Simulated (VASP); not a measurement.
PbS, 4 atoms in the cell. The typed cell holds 4 atoms: a = 4.117 Å, b = 4.117 Å, c = 7.560 Å, α = 90.00°, β = 90.00°, γ = 120.04°.  This cell differs from its parent crystal: atoms moved at random.

```yaml
Program: VASP 6.6.1
Task: single point
Functional: PBE
Potentials_or_basis: VASP PAW PBE potentials, release 64 (Pb_d, S)
Cutoff: 520 eV
k_mesh: 8 × 8 × 4
Occupations: fermi-dirac, width 0.05 eV
Spin: no spin polarisation
Dipole_correction: no
Further_INCAR_settings: ALGO = Normal; EDIFF = 1e-06; NBANDS = 28
```

Potentials or basis: VASP PAW PBE potentials, release 64 (Pb_d, S).

Command:

```bash
$ cat potpaw_PBE.64/Pb_d/POTCAR potpaw_PBE.64/S/POTCAR > POTCAR
$ mpirun -np 1 vasp_std > vasp.out
```

Hardware: 1 thread of AMD EPYC 7R13 (shared host).

How long does it take, and how much memory?

It took 7.8 min on 1 thread of AMD EPYC 7R13 (shared host), peak memory 0.43 GiB. Counts: scf iterations 13, k points 132.
